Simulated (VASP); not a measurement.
# GaCuSe2 (I-42d) in VASP: further runs

Aim: see how the results for GaCuSe2 move with the level of theory and the settings. Levels: LDA, PBEsol, PBE. Tasks: single point.

Everything below comes from runs of VASP 6.6.1. Logs are shortened: lines on timing, memory, paths and dates and some standing lists are left out, and cuts for length are marked.

## Step 1: The cell of the first run

Symmetry: I-42d, No. 122, tetragonal system. The conventional cell has a = 5.509 Å, b = 5.509 Å, c = 10.957 Å, α = 90.00°, β = 90.00°, γ = 90.00°. Within 3.1 Å of Cu (site symmetry -4) lie 4 Se at 2.35 Å. Se (site symmetry 2) has 2 Cu at 2.35 Å and 2 Ga at 2.41 Å within 3.1 Å. Ga (site symmetry -4) has 4 Se at 2.41 Å within 3.2 Å.

## Step 2: Single point, LDA

File INCAR:

```
  PREC = Accurate
  ENCUT = 520
  EDIFF = 1E-6
  ISMEAR = -1
  SIGMA = 0.02
  LREAL = F
  LASPH = T
  NELM = 80
  ALGO = Normal
  ISIF = 2
  LWAVE = F
  LCHARG = T
  GGA = CA
  LELF = T
  LVHAR = T
  NBANDS = 46
```

File KPOINTS:

```
Automatic mesh
0
Gamma
  6 6 6
```

File POSCAR:

```
GaCuSe2
1.0
   -2.7546030821      2.7546030821      5.4785504976
    2.7546030821     -2.7546030821      5.4785504976
    2.7546030821      2.7546030821     -5.4785504976
Cu Se Ga
2 4 2
Direct
    0.0000000000      0.0000000000      0.0000000000
    0.7500000000      0.2500000000      0.5000000000
    0.3750000000      0.3659664986      0.4909664986
    0.1159664986      0.6250000000     -0.0090335014
    0.8750000000      0.8840335014      0.5090335014
    0.6340335014      0.1250000000      0.0090335014
    0.5000000000      0.5000000000      0.0000000000
    0.2500000000      0.7500000000      0.5000000000
```

Potentials or basis: VASP PAW LDA potentials, release 64 (Cu, Se, Ga_d).

Launch:

```console
> cat potpaw_LDA.64/Cu/POTCAR potpaw_LDA.64/Se/POTCAR potpaw_LDA.64/Ga_d/POTCAR > POTCAR
> mpirun -np 1 vasp_std > vasp.out
```

OUTCAR:

```text
PREC = Accurate
   ENCUT = 520
   EDIFF = 1E-6
   ISMEAR = -1
   LREAL = F
   LASPH = T
   NELM = 80
   ISIF = 2
   GGA = CA

 ion  position               nearest neighbor table
   1  0.000  0.000  0.000-   4 2.35   3 2.35   5 2.35   6 2.35
   2  0.750  0.250  0.500-   3 2.35   4 2.35   5 2.35   6 2.35
   3  0.375  0.366  0.491-   2 2.35   1 2.35   7 2.41   8 2.41
   4  0.116  0.625  0.991-   1 2.35   2 2.35   8 2.41   7 2.41
   5  0.875  0.884  0.509-   1 2.35   2 2.35   8 2.41   7 2.41
   6  0.634  0.125  0.009-   1 2.35   2 2.35   7 2.41   8 2.41
   7  0.500  0.500  0.000-   5 2.41   4 2.41   6 2.41   3 2.41
   8  0.250  0.750  0.500-   6 2.41   3 2.41   5 2.41   4 2.41

  LATTYP: Found a body centered tetragonal cell.
 ALAT       =     5.5092061642
 C/A-ratio  =     1.9888711129

  Lattice vectors:

 A1 = (  -2.7546030821,   2.7546030821,   5.4785504976)
 A2 = (   2.7546030821,  -2.7546030821,   5.4785504976)
 A3 = (   2.7546030821,   2.7546030821,  -5.4785504976)

Analysis of symmetry for initial positions (statically):
=====================================================================
 Subroutine PRICEL returns:
 Original cell was already a primitive cell.

 Routine SETGRP: Setting up the symmetry group for a
 body centered tetragonal supercell.

 Subroutine GETGRP returns: Found  8 space group operations
 (whereof  4 operations were pure point group operations)
 out of a pool of 16 trial point group operations.

The static configuration has the point symmetry S_4 .
 The point group associated with its full space group is D_2d.

Analysis of symmetry for dynamics (positions and initial velocities):
=====================================================================
 Subroutine PRICEL returns:
 Original cell was already a primitive cell.

 Routine SETGRP: Setting up the symmetry group for a
 body centered tetragonal supercell.

 Subroutine GETGRP returns: Found  8 space group operations
 (whereof  4 operations were pure point group operations)
 out of a pool of 16 trial point group operations.

The dynamic configuration has the point symmetry S_4 .
 The point group associated with its full space group is D_2d.

 Subroutine INISYM returns: Found  8 space group operations
 (whereof  4 operations are pure point group operations),
 and found     1 'primitive' translations

----------------------------------------------------------------------------------------

                                     Primitive cell

  volume of cell :     166.2814

  direct lattice vectors                    reciprocal lattice vectors
    -2.754603082  2.754603082  5.478550498     0.000000000  0.181514354  0.091265016
     2.754603082 -2.754603082  5.478550498     0.181514354  0.000000000  0.091265016
     2.754603082  2.754603082 -5.478550498     0.181514354  0.181514354  0.000000000

  length of vectors
     6.722365048  6.722365048  6.722365048     0.203166838  0.203166838  0.256700062

  position of ions in fractional coordinates (direct lattice)
     0.000000000  0.000000000  0.000000000
     0.750000000  0.250000000  0.500000000
     0.375000000  0.365966499  0.490966499
     0.115966499  0.625000000  0.990966499
     0.875000000  0.884033501  0.509033501
     0.634033501  0.125000000  0.009033501
     0.500000000  0.500000000  0.000000000
     0.250000000  0.750000000  0.500000000

  ion indices of the primitive-cell ions
   primitive index   ion index
                 1           1
                 2           2
                 3           3
                 4           4
                 5           5
                 6           6
                 7           7
                 8           8

----------------------------------------------------------------------------------------

 KPOINTS: Automatic mesh

Automatic generation of k-mesh.
 Grid dimensions read from file:
 generate k-points for:    6    6    6

 Generating k-lattice:

  Cartesian coordinates                     Fractional coordinates (reciprocal lattice)
     0.000000000  0.030252392  0.015210836     0.166666667 -0.000000000  0.000000000
     0.030252392  0.000000000  0.015210836    -0.000000000  0.166666667  0.000000000
     0.030252392  0.030252392  0.000000000     0.000000000  0.000000000  0.166666667

  Length of vectors
     0.033861140  0.033861140  0.042783344

  Shift w.r.t. Gamma in fractional coordinates (k-lattice)
     0.000000000  0.000000000  0.000000000

 Subroutine IBZKPT returns following result:
 ===========================================

 Found     30 irreducible k-points:

 Following reciprocal coordinates:
            Coordinates               Weight
  0.000000  0.000000  0.000000      1.000000
  0.166667  0.000000 -0.000000      8.000000
  0.333333  0.000000  0.000000      8.000000
  0.500000  0.000000  0.000000      4.000000
  0.166667  0.166667 -0.000000      8.000000
  0.333333  0.166667  0.000000     16.000000
[... 16 lines left out ...]
 -0.333333 -0.333333  0.166667      8.000000
 -0.166667 -0.333333  0.166667      8.000000
 [... further k-points ...]
   k-points           NKPTS =     30   k-points in BZ     NKDIM =     30   number of bands    NBANDS=     46
   number of dos      NEDOS =    301   number of ions     NIONS =      8
   total plane-waves  NPLWV = 125000
   dimension x,y,z NGX =    50 NGY =   50 NGZ =   50
   dimension x,y,z NGXF=   100 NGYF=  100 NGZF=  100
   ions per type =               2   4   2
   NGX,Y,Z   is equivalent  to a cutoff of  12.37, 12.37, 12.37 a.u.
   NGXF,Y,Z  is equivalent  to a cutoff of  24.73, 24.73, 24.73 a.u.
 SYSTEM =  unknown system
   PREC   = accura    normal or accurate (medium, high low for compatibility)
   ISTART =      0    job   : 0-new  1-cont  2-samecut
   ICHARG =      2    charge: 1-file 2-atom 10-const
   ISPIN  =      1    spin polarized calculation?
   LNONCOLLINEAR =      F non collinear calculations
   LSORBIT =      F    spin-orbit coupling
   LASPH  =      T    aspherical Exc in radial PAW
   ENCUT  =  520.0 eV  38.22 Ry    6.18 a.u.  12.50 12.50 12.50*2*pi/ulx,y,z
   NELM   =     80;   NELMIN=  2; NELMDL= -5     # of ELM steps
   EDIFF  = 0.1E-05   stopping-criterion for ELM
   LREAL  =      F    real-space projection
   EDIFFG = 0.1E-04   stopping-criterion for IOM
   NSW    =      0    number of steps for IOM
   IBRION =     -1    ionic relax: 0-MD 1-quasi-New 2-CG
   NFREE  =      0    steps in history (QN), initial steepest desc. (CG)
   ISIF   =      2    stress and relaxation
   ISYM   =      2    0-nonsym 1-usesym 2-fastsym
   POTIM  = 0.5000    time-step for ionic-motion
   TEBEG  =    0.0;   TEEND  =   0.0 temperature during run
   PSTRESS=    0.0 pullay stress
   NELECT =      72.0000    total number of electrons
   NUPDOWN=      -1.0000    fix difference up-down
   EMIN   =  10.00;   EMAX   =-10.00  energy-range for DOS
   EFERMI =   0.00;   METHOD = LEGACY
   ISMEAR =    -1;   SIGMA  =   0.02  broadening in eV -4-tet -1-fermi 0-gaus
   EFERMI_NEDOS =   21; number of points for ismear=-14 and -15
   IALGO  =     38    algorithm
   IMIX   =      4    mixing-type and parameters
     AMIX     =   0.40;   BMIX     =  1.00
     AMIX_MAG =   1.60;   BMIX_MAG =  1.00
  volume/ion in A,a.u.               =      20.79       140.27
  Fermi-wavevector in a.u.,A,eV,Ry     =   1.238524  2.340471 20.870544  1.533942
  Thomas-Fermi vector in A             =   2.373046
   LORBIT       =      0    0 simple, 1 ext, 2 COOP (PROOUT), +10 PAW based schemes
   GGA     = CA    functional components
   LHFCALC =     F    Hartree Fock is set to
   AEXX    =    0.0000 exact exchange contribution
   IVDW    =     0    specifies the selected vdW correction
   LEPSILON=     F    determine dielectric tensor
   LRPA    =     F    only Hartree local field effects (RPA)
 non-spin polarized calculation
  energy-cutoff  :      520.00
  volume of cell :      166.28
 maximum number of plane-waves:      4496
 NGX is ok and might be reduce to    50
   NGX = 25   NGY = 25   NGZ = 25

 number of electron      72.0000016 magnetization

 Free energy of the ion-electron system (eV)
  ---------------------------------------------------
  ext. energy  EPLUGINS =         0.00000000
  ---------------------------------------------------
  free energy    TOTEN  =       -36.94851688 eV

  energy without entropy =      -36.94850749  energy(sigma->0) =      -36.94851218

 E-fermi :   4.5066     XC(G=0): -10.2045

 val. band max:        4.3947271477   @ k =   0.0000   0.0000   0.0000
 cond. band min:       4.6179640881   @ k =   0.0000   0.0000   0.0000
 fundamental gap:      0.2232369404
 Fermi energy:         4.5066436794

 k-point     1 :       0.0000    0.0000    0.0000
  band No.  band energies     occupation
      1     -11.3230      2.00000
      2     -11.3209      2.00000
      3     -11.3209      2.00000
      4     -11.1608      2.00000
      5     -11.1448      2.00000
      6     -11.1448      2.00000
[... 38 lines left out ...]
     45       9.3957      0.00000
     46       9.6706      0.00000

 k-point     2 :       0.1667    0.0000   -0.0000
  band No.  band energies     occupation
      1     -11.3282      2.00000
      2     -11.3232      2.00000
      3     -11.3165      2.00000
      4     -11.1702      2.00000
      5     -11.1532      2.00000
      6     -11.1434      2.00000
[... 38 lines left out ...]
     45       9.4568      0.00000
     46       9.9394      0.00000

 k-point     3 :       0.3333    0.0000    0.0000
  band No.  band energies     occupation
      1     -11.3389      2.00000
      2     -11.3273      2.00000
      3     -11.3048      2.00000
      4     -11.1960      2.00000
      5     -11.1571      2.00000
      6     -11.1411      2.00000
[... 1018 lines left out ...]
     45       9.9864      0.00000
     46      10.0650      0.00000

 k-point    24 :      -0.1667   -0.3333    0.1667
  band No.  band energies     occupation
      1     -11.3293      2.00000
      2     -11.3250      2.00000
      3     -11.3059      2.00000
      4     -11.2064      2.00000
      5     -11.1452      2.00000
      6     -11.1400      2.00000
[... 38 lines left out ...]
     45       9.4462      0.00000
     46       9.8261      0.00000

 [... further k-points ...]
[... 5 lines left out ...]
  --------------------------------------------------------------------------------------
  -------------------------------------------------------------------------------------
  Total        0.3206043      0.3206043      0.3347957      0.0000000      0.0000000      0.0000000
  in kB        3.0891298      3.0891298      3.2258687      0.0000000      0.0000000      0.0000000
  external PRESSURE =       3.1347094 kB  Pullay stress =       0.0000000 kB

 VOLUME and BASIS-vectors are now :
 -----------------------------------------------------------------------------
  energy-cutoff  :      520.00
  volume of cell :      166.28
      direct lattice vectors                 reciprocal lattice vectors
    -2.754603082  2.754603082  5.478550498     0.000000000  0.181514354  0.091265016
     2.754603082 -2.754603082  5.478550498     0.181514354  0.000000000  0.091265016
     2.754603082  2.754603082 -5.478550498     0.181514354  0.181514354  0.000000000

 POSITION                                       TOTAL-FORCE (eV/Angst)
 -----------------------------------------------------------------------------------
      0.00000      0.00000      0.00000         0.000000     -0.000000     -0.000000
      0.00000      2.75460      2.73928        -0.000000     -0.000000      0.000000
      1.32753      1.37730      1.36964         0.012194     -0.000000      0.000000
      4.13190      1.32753     -1.36964        -0.000000      0.012194      0.000000
      1.42707      1.37730      6.84819        -0.012194     -0.000000      0.000000
     -1.37730      1.42707      4.10891        -0.000000     -0.012194      0.000000
      0.00000      0.00000      5.47855        -0.000000     -0.000000     -0.000000
      2.75460      0.00000      2.73928         0.000000     -0.000000      0.000000
 -----------------------------------------------------------------------------------
    total drift:                                0.000002      0.000002      0.000002

  FREE ENERGIE OF THE ION-ELECTRON SYSTEM (eV)
  ---------------------------------------------------
  free  energy   TOTEN  =       -36.9485168798 eV

  energy  without entropy=      -36.9485074854  energy(sigma->0) =      -36.94851218
```

Run time: 3.9 min. Hardware: 1 thread of Intel Xeon 6975P-C (Granite Rapids), shared host; peak memory 0.4 GiB.

Results:

```yaml
Free_energy: -36.9485 eV
Pressure: 0.3 GPa
Largest_force: 0.012 eV/Å
Band_gap_on_the_k_mesh: 0.22 eV
```

Forces in eV/Å, atoms in the order of the input:
```
Cu   0.000  0.000  0.000
Cu   0.000  0.000  0.000
Se   0.012  0.000  0.000
Se   0.000  0.012  0.000
Se  -0.012  0.000  0.000
Se   0.000 -0.012  0.000
Ga   0.000  0.000  0.000
Ga   0.000  0.000  0.000
```

## Step 3: Single point, PBEsol

This run uses another cell than the first one, of 21.47 Å³/atom.

File INCAR:

```
ALGO = Normal
EDIFF = 1E-7
ENCUT = 520
GGA = PS
ISIF = 2
ISMEAR = -1
LASPH = T
LCHARG = F
LREAL = F
LWAVE = F
NBANDS = 46
NELM = 100
PREC = Accurate
SIGMA = 0.02
```

File KPOINTS:

```
k-points
0
Gamma
  6 6 6
```

File POSCAR:

```
GaCuSe2
1.0
   -2.7850980419      2.7850980419      5.5356019944
    2.7850980419     -2.7850980419      5.5356019944
    2.7850980419      2.7850980419     -5.5356019944
Cu Se Ga
2 4 2
Direct
    0.0000000000      0.0000000000      0.0000000000
    0.7500000000      0.2500000000      0.5000000000
    0.3750000000      0.3668636248      0.4918636248
    0.1168636248      0.6250000000     -0.0081363752
    0.8750000000      0.8831363752      0.5081363752
    0.6331363752      0.1250000000      0.0081363752
    0.5000000000      0.5000000000      0.0000000000
    0.2500000000      0.7500000000      0.5000000000
```

Potentials or basis: VASP PAW PBE potentials, release 64 (Cu, Se, Ga_d).

Launch:

```console
> cat potpaw_PBE.64/Cu/POTCAR potpaw_PBE.64/Se/POTCAR potpaw_PBE.64/Ga_d/POTCAR > POTCAR
> mpirun -np 1 vasp_std > vasp.out
```

Wall time 4.8 min (1 thread of Intel Xeon 6975P-C (Granite Rapids), shared host); peak memory 0.51 GiB.

The run converged. Its results:

```
Free energy            : -34.4065 eV
Pressure               : 0.2 GPa
Largest force          : 0.022 eV/Å
Band gap on the k mesh : 0.14 eV
```

Forces on the atoms (eV/Å):
```
Cu   0.000  0.000  0.000
Cu   0.000  0.000  0.000
Se   0.022  0.000  0.000
Se   0.000  0.022  0.000
Se  -0.022  0.000  0.000
Se   0.000 -0.022  0.000
Ga   0.000  0.000  0.000
Ga   0.000  0.000  0.000
```

Levels at points of the mesh, in eV from the valence-band top:
```tsv
k point	band 33	band 34	band 35	band 36	band 37	band 38	band 39	band 40
(0.00, 0.00, 0.00)	-1.73	-0.09	-0.09	0.00	0.14	1.77	2.09	3.89
(0.50, 0.00, 0.00)	-1.43	-1.33	-1.25	-0.63	2.16	2.50	3.10	4.03
(0.50, 0.50, 0.00)	-0.89	-0.89	-0.54	-0.54	1.04	1.04	3.32	3.32
(0.50, 0.50, 0.50)	-1.31	-1.31	-0.99	-0.99	1.70	1.70	1.78	1.78
```

Caveat: the PAW data sets were made with another functional, which shifts forces and pressure a little.

## Step 4: Single point, PBE

This run uses another cell than the first one, of 21.82 Å³/atom.

File INCAR:

```
ALGO = Normal ; EDIFF = 1E-6
ENCUT = 520 ; GGA = PE
ISIF = 2 ; ISMEAR = -1
LASPH = True ; LCHARG = False
LREAL = False ; LWAVE = False
NBANDS = 46 ; NELM = 80
PREC = Accurate ; SIGMA = 0.02
```

KPOINTS is that of step 3.

File POSCAR:

```
GaCuSe2
1.0
   -2.8041298086      2.8041298086      5.5492790657
    2.8041298086     -2.8041298086      5.5492790657
    2.8041298086      2.8041298086     -5.5492790657
Cu Se Ga
2 4 2
Direct
    0.0000000000      0.0000000000      0.0000000000
    0.7500000000      0.2500000000      0.5000000000
    0.3750000000      0.3713580961      0.4963580961
    0.1213580961      0.6250000000     -0.0036419039
    0.8750000000      0.8786419039      0.5036419039
    0.6286419039      0.1250000000      0.0036419039
    0.5000000000      0.5000000000      0.0000000000
    0.2500000000      0.7500000000      0.5000000000
```

Launch:

```console
> cat potpaw_PBE.64/Cu/POTCAR potpaw_PBE.64/Se/POTCAR potpaw_PBE.64/Ga_d/POTCAR > POTCAR
> mpirun -np 1 vasp_std > vasp.out
```

It took 4.8 min on 1 thread of Intel Xeon 6975P-C (Granite Rapids), shared host; peak memory 0.5 GiB.

Results (log left out):

```
Free energy            : -31.0664 eV
Pressure               : 2.7 GPa
Largest force          : 0.153 eV/Å
Band gap on the k mesh : 0.20 eV
```

Forces on the atoms (eV/Å):
```
Cu   0.000  0.000  0.000
Cu   0.000  0.000  0.000
Se  -0.153  0.000  0.000
Se   0.000 -0.153  0.000
Se   0.153  0.000  0.000
Se   0.000  0.153  0.000
Ga   0.000  0.000  0.000
Ga   0.000  0.000  0.000
```

Levels at points of the mesh, in eV from the valence-band top:
| k point | band 33 | band 34 | band 35 | band 36 | band 37 | band 38 | band 39 | band 40 |
| --- | --- | --- | --- | --- | --- | --- | --- | --- |
| (0.00, 0.00, 0.00) | -1.58 | -0.11 | -0.11 | 0.00 | 0.20 | 1.92 | 2.22 | 3.96 |
| (0.50, 0.00, 0.00) | -1.35 | -1.23 | -1.14 | -0.57 | 2.15 | 2.53 | 3.20 | 4.10 |
| (0.50, 0.50, 0.00) | -0.83 | -0.83 | -0.50 | -0.50 | 1.13 | 1.13 | 3.36 | 3.36 |
| (0.50, 0.50, 0.50) | -1.23 | -1.23 | -0.92 | -0.92 | 1.80 | 1.80 | 1.94 | 1.94 |

## Step 5: Summary

| level | potentials or basis | cell | gap on the mesh (eV) | pressure (GPa) | largest force (eV/Å) |
| --- | --- | --- | --- | --- | --- |
| LDA | VASP PAW LDA potentials, release 64 (Cu, Se, Ga_d) | a = 6.722 Å, angles 131.6, 131.6, 70.8°, 8 atoms, atomic positions A | 0.22 | 0.3 | 0.01 |
| PBEsol | VASP PAW PBE potentials, release 64 (Cu, Se, Ga_d) | a = 6.794 Å, angles 131.6, 131.6, 70.9°, 8 atoms, atomic positions A | 0.14 | 0.2 | 0.02 |
| PBE | VASP PAW PBE potentials, release 64 (Cu, Se, Ga_d) | a = 6.821 Å, angles 131.4, 131.4, 71.1°, 8 atoms, atomic positions B | 0.20 | 2.7 | 0.15 |

Alike in all rows: task single point; no spin polarisation; k mesh 6 × 6 × 6; cutoff (eV) 520; smearing fermi-dirac 0.02 eV.

Caveats: the PAW data sets were made with another functional, which shifts forces and pressure a little (at least some runs).

Absolute energies hang on the potentials; compare differences alone.
